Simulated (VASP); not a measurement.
Runs of VASP 6.6.1 on Ti. The structure is that of space group P6/mmm (No. 191), or close to it. The cells are those of the table. This isn't the form of Ti at room conditions, which is hcp.

```tsv
cell	k mesh	gap on the mesh (eV)	pressure (GPa)
a = 4.515, b = 4.515, c = 2.883 Å, angles 90.0, 90.0, 120.0°, 3 atoms	12 × 12 × 18	none	(a)
a = 4.651, b = 4.651, c = 2.883 Å, angles 90.0, 90.0, 120.0°, 3 atoms	12 × 12 × 18	none	(b)
a = 4.515, b = 4.515, c = 2.799 Å, angles 90.0, 90.0, 120.0°, 3 atoms	9 × 9 × 12	none	-0.4
a = 4.606, b = 4.606, c = 2.855 Å, angles 90.0, 90.0, 120.0°, 3 atoms	12 × 12 × 18	none	-6.6
a = 4.515, b = 4.515, c = 2.799 Å, angles 90.0, 90.0, 120.0°, 3 atoms	12 × 12 × 18	none	-0.3
```

Alike in all rows: task single point; level PBEsol; potentials or basis VASP PAW PBE potentials, release 64 (Ti_sv); no spin polarisation; cutoff (eV) 520; smearing gaussian 0.1 eV.

Task: Fill in the values left out.

Result: (a) -3.8; (b) -9.2.

Caveats: the PAW data sets were made with another functional, which shifts forces and pressure a little; the cell stands under tension (at least some runs).

A gap of «none» marks levels without a gap at the run's occupations.
